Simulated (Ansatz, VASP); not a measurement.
Al4N5 in VASP and in Ansatz

The input INCAR:

```
PREC = Accurate
ENCUT = 520
EDIFF = 1E-6
ISMEAR = 0
SIGMA = 0.05
LREAL = F
LASPH = T
NELM = 150
ALGO = Normal
ISIF = 2
LWAVE = F
LCHARG = F
ISPIN = 2
MAGMOM = 0 0 0 0 3 0 0 0 0
LORBIT = 11
LDIPOL = T
IDIPOL = 3
DIPOL = 0.5 0.5 0.356
GGA = PE
NBANDS = 32
```

The input KPOINTS:

```
regular mesh
0
Gamma
  9 9 1
```

POSCAR

```
Al4N5
1.0
    3.1297683445      0.0000000000      0.0000000000
   -1.5648841723      2.7104588943      0.0000000000
    0.0000000000      0.0000000000     25.0621509606
N Al
5 4
Direct
    0.3333333333      0.6666666667      0.1596032203
    0.6666666667      0.3333333333      0.2597004396
    0.3333333333      0.6666666667      0.3620561642
    0.6666666667      0.3333333333      0.4610505141
    0.8333333333      0.6666666667      0.6277254887
    0.6666666667      0.3333333333      0.1833176549
    0.3333333333      0.6666666667      0.2834148742
    0.6666666667      0.3333333333      0.3814237064
    0.3333333333      0.6666666667      0.4812895341
```

Input for Ansatz:

```yaml
crystal:
  lattice:
    - [3.1297683445, 0.0, 0.0]
    - [-1.5648841723, 2.7104588943, 0.0]
    - [0.0, 0.0, 25.0621509606]
  atoms:
    - { symbol: "N", position: [0.3333333333, 0.6666666667, 0.1596032203] }
    - { symbol: Al, position: [0.6666666667, 0.3333333333, 0.1833176549] }
    - { symbol: "N", position: [0.6666666667, 0.3333333333, 0.2597004396] }
    - { symbol: Al, position: [0.3333333333, 0.6666666667, 0.2834148742] }
    - { symbol: "N", position: [0.3333333333, 0.6666666667, 0.3620561642] }
    - { symbol: Al, position: [0.6666666667, 0.3333333333, 0.3814237064] }
    - { symbol: "N", position: [0.6666666667, 0.3333333333, 0.4610505141] }
    - { symbol: Al, position: [0.3333333333, 0.6666666667, 0.4812895341] }
    - { symbol: "N", position: [0.8333333333, 0.6666666667, 0.6277254887], spin: 3.0 }
basis:
  ecutwfc: 420
kpoints:
  mp_grid: { grid: [9, 9, 1] }
hamiltonian:
  xc: pbe
  pseudopotentials: { kind: paw, azcp: { folder: soft_1 } }
scf:
  occupations: { method: gaussian, width: 0.05 }
output:
  forces: true
  eigenvalues: true
  populations: true
magnetization:
  spin_polarized: true
efield:
  axis: 3
  dipole_correction: true
  ramp_width: 0.04
```

Alike in both runs: task single point; functional PBE; k mesh 9 × 9 × 1; occupations gaussian, width 0.05 eV; collinear spin.

```csv
,VASP,Ansatz
version,VASP 6.6.1,Ansatz 0.2.0
potentials or method,"VASP PAW PBE potentials, release 64 (N, Al), cutoff 520 eV","scalar-relativistic, plane waves, PAW"
valence electrons in the cell,37,37
```

|  | VASP | Ansatz | Ansatz less VASP |
| --- | --- | --- | --- |
| gap on the k mesh at the Fermi level (eV) | none | none | - |
| rms of the force components (eV/Å) | 0.811 | 0.865 | +0.0546 |
| net moment per atom (μB) | 0.28 | 0.21 | -0.065 |
| size of the moment on the site where the two differ most (μB) | 1.88 | 2.68 | +0.808 |

Site moments also hang on the region over which each program counts them. A gap of «none» marks a metal or a gap that the smearing closes. Ansatz's warnings: vacuum below fermi.
